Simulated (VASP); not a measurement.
# Re: single point with PBE

Re:

```xyz
1
Lattice="0.0000 1.6514 1.6514 1.6514 0.0000 1.6514 1.6514 1.6514 0.0000" Properties=species:S:1:pos:R:3 pbc="T T T"
Re    0.0000    0.0000    0.0000
```

| Quantity | Value |
| --- | --- |
| Program | VASP 6.6.1 |
| Task | single point |
| Functional | PBE |
| Potentials or basis | VASP PAW PBE potentials, release 64 (Re) |
| Cutoff | 520 eV |
| k mesh | 20 × 20 × 20 |
| Occupations | fermi-dirac, width 0.08 eV |
| Spin | no spin polarisation |

The pressure is 553.7 GPa.

Levels at points of the mesh, in eV from the Fermi level:
```csv
k point,band 1,band 2,band 3,band 4,band 5,band 6,band 7,band 8,band 9
"(0.00, 0.00, 0.00)",-13.35,-4.25,-4.25,-4.25,2.21,2.21,13.59,22.63,22.63
"(0.50, 0.00, 0.00)",-11.62,-4.81,-4.81,2.68,7.50,7.50,13.59,19.75,26.55
"(0.50, 0.50, 0.00)",-13.03,-11.81,7.42,7.55,9.19,9.19,17.64,17.64,25.51
```

It took 17 s on 1 thread of Intel(R) Xeon(R) Platinum 8559C (Emerald Rapids), on a shared host, peak memory 0.14 GiB.

Caveat: spin-orbit coupling is left out, which moves the levels of the heavy elements.
